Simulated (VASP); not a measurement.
# Ge2Sb2Te5 (P-3m1) in VASP: notebook

The runs below take Ge2Sb2Te5 through single point, with LDA.

Everything below comes from runs of VASP 6.6.1. Logs are shortened: lines on timing, memory, paths and dates and some standing lists are left out, and cuts for length are marked.

## (1) The cell of the first run

The structure is trigonal, space group P-3m1 (No. 164). The conventional cell has a = 4.294 Å, b = 4.294 Å, c = 17.101 Å, α = 90.00°, β = 90.00°, γ = 120.00°. Ge (site symmetry 3m) has 6 Te at 3.00 to 3.04 Å within 3.9 Å. Within 4.0 Å of Sb (site symmetry 3m) lie 6 Te at 3.01 to 3.20 Å. Te (site symmetry -3m) has 6 Ge at 3.04 Å within 4.0 Å. Te (site symmetry 3m) has 3 Ge at 3.00 Å and 3 Sb at 3.20 Å within 3.9 Å. Te (site symmetry 3m) has 3 Sb at 3.01 Å and 3 Te at 3.70 Å within 4.0 Å.

## (2) Single point, LDA

INCAR reads:

```
SYSTEM = Ge2Sb2Te5
PREC     = Accurate       ! precision mode
ENCUT    = 520            ! plane-wave cutoff, eV
EDIFF    = 1E-7           ! SCF threshold, eV
ISMEAR   = 0              ! smearing method
SIGMA    = 0.1            ! smearing width, eV
LREAL    = .False.        ! projectors in reciprocal space
LASPH    = .True.         ! aspherical terms in the spheres
NELM     = 100            ! most SCF steps
ALGO     = Normal         ! electronic algorithm
ISIF     = 2              ! what is computed and relaxed
LWAVE    = .False.        ! write WAVECAR
LCHARG   = .False.        ! write CHGCAR
GGA      = CA             ! functional
NBANDS   = 44             ! bands
```

KPOINTS reads:

```
regular mesh
0
Gamma
  6 6 1
  0 0 0
```

POSCAR reads:

```
Ge2Sb2Te5
1.0
    4.2940644200      0.0000000000      0.0000000000
   -2.1470322100      3.7187688800      0.0000000000
    0.0000000000      0.0000000000     17.1013460000
Ge Sb Te
2 2 5
Direct
    0.3333333300      0.6666666700      0.8971050000
    0.6666666700      0.3333333300      0.1028950000
    0.0000000000      0.0000000000      0.6799320000
    0.0000000000      0.0000000000      0.3200680000
    0.0000000000      0.0000000000      0.0000000000
    0.6666666700      0.3333333300      0.7984580000
    0.3333333300      0.6666666700      0.2015420000
    0.3333333300      0.6666666700      0.5801080000
    0.6666666700      0.3333333300      0.4198920000
```

Potentials or basis: VASP PAW LDA potentials, release 64 (Ge_d, Sb, Te).

Run with:

```sh
$ cat potpaw_LDA.64/Ge_d/POTCAR potpaw_LDA.64/Sb/POTCAR potpaw_LDA.64/Te/POTCAR > POTCAR
$ mpirun -np 1 vasp_std > vasp.out
```

OUTCAR:

```text
SYSTEM = Ge2Sb2Te5
   PREC = Accurate
   ENCUT = 520
   EDIFF = 1E-7
   ISMEAR = 0
   LREAL = .False.
   LASPH = .True.
   NELM = 100
   ISIF = 2
   GGA = CA

 ion  position               nearest neighbor table
   1  0.333  0.667  0.897-   6 3.00   6 3.00   6 3.00   5 3.04   5 3.04   5 3.04
   2  0.667  0.333  0.103-   7 3.00   7 3.00   7 3.00   5 3.04   5 3.04   5 3.04
   3  0.000  0.000  0.680-   8 3.01   8 3.01   8 3.01   6 3.20   6 3.20   6 3.20
   4  0.000  0.000  0.320-   9 3.01   9 3.01   9 3.01   7 3.20   7 3.20   7 3.20
   5  0.000  0.000  0.000-   1 3.04   2 3.04   2 3.04   1 3.04   2 3.04   1 3.04
   6  0.667  0.333  0.798-   1 3.00   1 3.00   1 3.00   3 3.20   3 3.20   3 3.20
   7  0.333  0.667  0.202-   2 3.00   2 3.00   2 3.00   4 3.20   4 3.20   4 3.20
   8  0.333  0.667  0.580-   3 3.01   3 3.01   3 3.01
   9  0.667  0.333  0.420-   4 3.01   4 3.01   4 3.01

  LATTYP: Found a hexagonal cell.
 ALAT       =     4.2940644200
 C/A-ratio  =     3.9825545980

  Lattice vectors:

 A1 = (   4.2940644200,   0.0000000000,   0.0000000000)
 A2 = (  -2.1470322100,   3.7187688800,   0.0000000000)
 A3 = (   0.0000000000,   0.0000000000,  17.1013460000)

Analysis of symmetry for initial positions (statically):
=====================================================================
 Subroutine PRICEL returns:
 Original cell was already a primitive cell.

 Routine SETGRP: Setting up the symmetry group for a
 hexagonal supercell.

 Subroutine GETGRP returns: Found 12 space group operations
 (whereof 12 operations were pure point group operations)
 out of a pool of 24 trial point group operations.

The static configuration has the point symmetry D_3d.

Analysis of symmetry for dynamics (positions and initial velocities):
=====================================================================
 Subroutine PRICEL returns:
 Original cell was already a primitive cell.

 Routine SETGRP: Setting up the symmetry group for a
 hexagonal supercell.

 Subroutine GETGRP returns: Found 12 space group operations
 (whereof 12 operations were pure point group operations)
 out of a pool of 24 trial point group operations.

The dynamic configuration has the point symmetry D_3d.

 Subroutine INISYM returns: Found 12 space group operations
 (whereof 12 operations are pure point group operations),
 and found     1 'primitive' translations

----------------------------------------------------------------------------------------

                                     Primitive cell

  volume of cell :     273.0851

  direct lattice vectors                    reciprocal lattice vectors
     4.294064420  0.000000000  0.000000000     0.232879599  0.134453099  0.000000000
    -2.147032210  3.718768880  0.000000000     0.000000000  0.268906198  0.000000000
     0.000000000  0.000000000 17.101346000     0.000000000  0.000000000  0.058474929

  length of vectors
     4.294064420  4.294064426 17.101346000     0.268906198  0.268906198  0.058474929

  position of ions in fractional coordinates (direct lattice)
     0.333333330  0.666666670  0.897105000
     0.666666670  0.333333330  0.102895000
     0.000000000  0.000000000  0.679932000
     0.000000000  0.000000000  0.320068000
     0.000000000  0.000000000  0.000000000
     0.666666670  0.333333330  0.798458000
     0.333333330  0.666666670  0.201542000
     0.333333330  0.666666670  0.580108000
     0.666666670  0.333333330  0.419892000

  ion indices of the primitive-cell ions
   primitive index   ion index
                 1           1
                 2           2
                 3           3
                 4           4
                 5           5
                 6           6
                 7           7
                 8           8
                 9           9

----------------------------------------------------------------------------------------

 KPOINTS: regular mesh

Automatic generation of k-mesh.
 Grid dimensions read from file:
 generate k-points for:    6    6    1

 Generating k-lattice:

  Cartesian coordinates                     Fractional coordinates (reciprocal lattice)
     0.038813266  0.022408850  0.000000000     0.166666667 -0.000000000  0.000000000
     0.000000000  0.044817700  0.000000000     0.000000000  0.166666667  0.000000000
     0.000000000  0.000000000  0.058474929     0.000000000  0.000000000  1.000000000

  Length of vectors
     0.044817700  0.044817700  0.058474929

  Shift w.r.t. Gamma in fractional coordinates (k-lattice)
     0.000000000  0.000000000  0.000000000

 Subroutine IBZKPT returns following result:
 ===========================================

 Found      7 irreducible k-points:

 Following reciprocal coordinates:
            Coordinates               Weight
  0.000000  0.000000  0.000000      1.000000
  0.166667 -0.000000  0.000000      6.000000
  0.333333  0.000000  0.000000      6.000000
  0.500000  0.000000  0.000000      3.000000
  0.166667  0.166667  0.000000      6.000000
  0.333333  0.166667  0.000000     12.000000
  0.333333  0.333333  0.000000      2.000000
   k-points           NKPTS =      7   k-points in BZ     NKDIM =      7   number of bands    NBANDS=     44
   number of dos      NEDOS =    301   number of ions     NIONS =      9
   total plane-waves  NPLWV = 131072
   dimension x,y,z NGX =    32 NGY =   32 NGZ =  128
   dimension x,y,z NGXF=    64 NGYF=   64 NGZF=  256
   ions per type =               2   2   5
   NGX,Y,Z   is equivalent  to a cutoff of  12.39, 12.39, 12.44 a.u.
   NGXF,Y,Z  is equivalent  to a cutoff of  24.78, 24.78, 24.89 a.u.
 SYSTEM =  Ge2Sb2Te5
   PREC   = accura    normal or accurate (medium, high low for compatibility)
   ISTART =      0    job   : 0-new  1-cont  2-samecut
   ICHARG =      2    charge: 1-file 2-atom 10-const
   ISPIN  =      1    spin polarized calculation?
   LNONCOLLINEAR =      F non collinear calculations
   LSORBIT =      F    spin-orbit coupling
   LASPH  =      T    aspherical Exc in radial PAW
   ENCUT  =  520.0 eV  38.22 Ry    6.18 a.u.   7.98  7.98 31.80*2*pi/ulx,y,z
   NELM   =    100;   NELMIN=  2; NELMDL= -5     # of ELM steps
   EDIFF  = 0.1E-06   stopping-criterion for ELM
   LREAL  =      F    real-space projection
   EDIFFG = 0.1E-05   stopping-criterion for IOM
   NSW    =      0    number of steps for IOM
   IBRION =     -1    ionic relax: 0-MD 1-quasi-New 2-CG
   NFREE  =      0    steps in history (QN), initial steepest desc. (CG)
   ISIF   =      2    stress and relaxation
   ISYM   =      2    0-nonsym 1-usesym 2-fastsym
   POTIM  = 0.5000    time-step for ionic-motion
   TEBEG  =    0.0;   TEEND  =   0.0 temperature during run
   PSTRESS=    0.0 pullay stress
   NELECT =      68.0000    total number of electrons
   NUPDOWN=      -1.0000    fix difference up-down
   EMIN   =  10.00;   EMAX   =-10.00  energy-range for DOS
   EFERMI =   0.00;   METHOD = LEGACY
   ISMEAR =     0;   SIGMA  =   0.10  broadening in eV -4-tet -1-fermi 0-gaus
   EFERMI_NEDOS =   21; number of points for ismear=-14 and -15
   IALGO  =     38    algorithm
   IMIX   =      4    mixing-type and parameters
     AMIX     =   0.40;   BMIX     =  1.00
     AMIX_MAG =   1.60;   BMIX_MAG =  1.00
  volume/ion in A,a.u.               =      30.34       204.76
  Fermi-wavevector in a.u.,A,eV,Ry     =   1.029940  1.946304 14.432730  1.060776
  Thomas-Fermi vector in A             =   2.164013
   LORBIT       =      0    0 simple, 1 ext, 2 COOP (PROOUT), +10 PAW based schemes
   GGA     = CA    functional components
   LHFCALC =     F    Hartree Fock is set to
   AEXX    =    0.0000 exact exchange contribution
   IVDW    =     0    specifies the selected vdW correction
   LEPSILON=     F    determine dielectric tensor
   LRPA    =     F    only Hartree local field effects (RPA)
 non-spin polarized calculation
 Gauss-broadening in eV      SIGMA  =   0.10
  energy-cutoff  :      520.00
  volume of cell :      273.09
 maximum number of plane-waves:      7390
 NGX is ok and might be reduce to    32
   NGX = 15   NGY = 15   NGZ = 63

 number of electron      67.9999999 magnetization

 Free energy of the ion-electron system (eV)
  ---------------------------------------------------
  ext. energy  EPLUGINS =         0.00000000
  ---------------------------------------------------
  free energy    TOTEN  =       -39.79374852 eV

  energy without entropy =      -39.79293845  energy(sigma->0) =      -39.79334349

 E-fermi :   6.1541     XC(G=0):  -9.6558

 val. band max:        6.0338181910   @ k =   0.0000   0.0000   0.0000
 cond. band min:       6.3068489491   @ k =   0.0000   0.0000   0.0000
 fundamental gap:      0.2730307581
 Fermi energy:         6.1541326587

 k-point     1 :       0.0000    0.0000    0.0000
  band No.  band energies     occupation
      1     -19.0052      2.00000
      2     -19.0052      2.00000
      3     -19.0045      2.00000
      4     -19.0045      2.00000
      5     -18.9993      2.00000
      6     -18.9991      2.00000
[... 36 lines left out ...]
     43       7.6399      0.00000
     44       8.7120      0.00000

 k-point     2 :       0.1667   -0.0000    0.0000
  band No.  band energies     occupation
      1     -19.0058      2.00000
      2     -19.0050      2.00000
      3     -19.0049      2.00000
      4     -19.0043      2.00000
      5     -18.9993      2.00000
      6     -18.9989      2.00000
[... 36 lines left out ...]
     43       8.7068      0.00000
     44       9.0674      0.00000

 k-point     3 :       0.3333    0.0000    0.0000
  band No.  band energies     occupation
      1     -19.0070      2.00000
      2     -19.0058      2.00000
      3     -19.0048      2.00000
      4     -19.0038      2.00000
      5     -18.9996      2.00000
      6     -18.9987      2.00000
[... 177 lines left out ...]
     43       9.5117      0.00000
     44      10.0440      0.00000

 k-point     7 :       0.3333    0.3333    0.0000
  band No.  band energies     occupation
      1     -19.0064      2.00000
      2     -19.0057      2.00000
      3     -19.0057      2.00000
      4     -19.0045      2.00000
      5     -18.9984      2.00000
      6     -18.9984      2.00000
[... 36 lines left out ...]
     43       9.6174      0.00000
     44      11.0621      0.00000

------------------------ aborting loop because EDIFF is reached ----------------------------------------

  FORCE on cell =-STRESS in cart. coord.  units (eV):
  Direction    XX          YY          ZZ          XY          YZ          ZX
  --------------------------------------------------------------------------------------
  -------------------------------------------------------------------------------------
  Total       -5.6372864     -5.6372864     -5.7432183     -0.0000000      0.0000000     -0.0000000
  in kB      -33.0736894    -33.0736895    -33.6951868     -0.0000000      0.0000000     -0.0000000
  external PRESSURE =     -33.2808552 kB  Pullay stress =       0.0000000 kB

 VOLUME and BASIS-vectors are now :
 -----------------------------------------------------------------------------
  energy-cutoff  :      520.00
  volume of cell :      273.09
      direct lattice vectors                 reciprocal lattice vectors
     4.294064420  0.000000000  0.000000000     0.232879599  0.134453099  0.000000000
    -2.147032210  3.718768880  0.000000000     0.000000000  0.268906198  0.000000000
     0.000000000  0.000000000 17.101346000     0.000000000  0.000000000  0.058474929

 POSITION                                       TOTAL-FORCE (eV/Angst)
 -----------------------------------------------------------------------------------
     -0.00000      2.47918     15.34170        -0.000000      0.000000      0.045373
      2.14703      1.23959      1.75964         0.000000     -0.000000     -0.045373
      0.00000      0.00000     11.62775         0.000000      0.000000      0.029585
      0.00000      0.00000      5.47359         0.000000      0.000000     -0.029585
      0.00000      0.00000      0.00000         0.000000      0.000000      0.000000
      2.14703      1.23959     13.65471         0.000000      0.000000      0.086232
     -0.00000      2.47918      3.44664        -0.000000      0.000000     -0.086232
     -0.00000      2.47918      9.92063         0.000000      0.000000      0.160838
      2.14703      1.23959      7.18072        -0.000000     -0.000000     -0.160838
 -----------------------------------------------------------------------------------
    total drift:                               -0.000000      0.000000      0.000000

  FREE ENERGIE OF THE ION-ELECTRON SYSTEM (eV)
  ---------------------------------------------------
  free  energy   TOTEN  =       -39.7937485242 eV

  energy  without entropy=      -39.7929384500  energy(sigma->0) =      -39.79334349
```

It took 2.1 min on 1 thread of Intel Xeon Platinum 8488C (Sapphire Rapids), shared host; peak memory 0.32 GiB.

Results:

```
Free energy            : -39.7937 eV
Pressure               : -3.3 GPa
Largest force          : 0.161 eV/Å
Band gap on the k mesh : 0.27 eV
```

Forces in eV/Å, atoms in the order of the input:
```
Ge   0.000  0.000  0.045
Ge   0.000  0.000 -0.045
Sb   0.000  0.000  0.030
Sb   0.000  0.000 -0.030
Te   0.000  0.000  0.000
Te   0.000  0.000  0.086
Te   0.000  0.000 -0.086
Te   0.000  0.000  0.161
Te   0.000  0.000 -0.161
```

Caveat: the cell stands under tension; spin-orbit coupling is left out, which moves the levels of the heavy elements; an odd mesh through Γ misses points on the zone boundary, where band edges can lie.

(Part 1 of 2 ends here.)
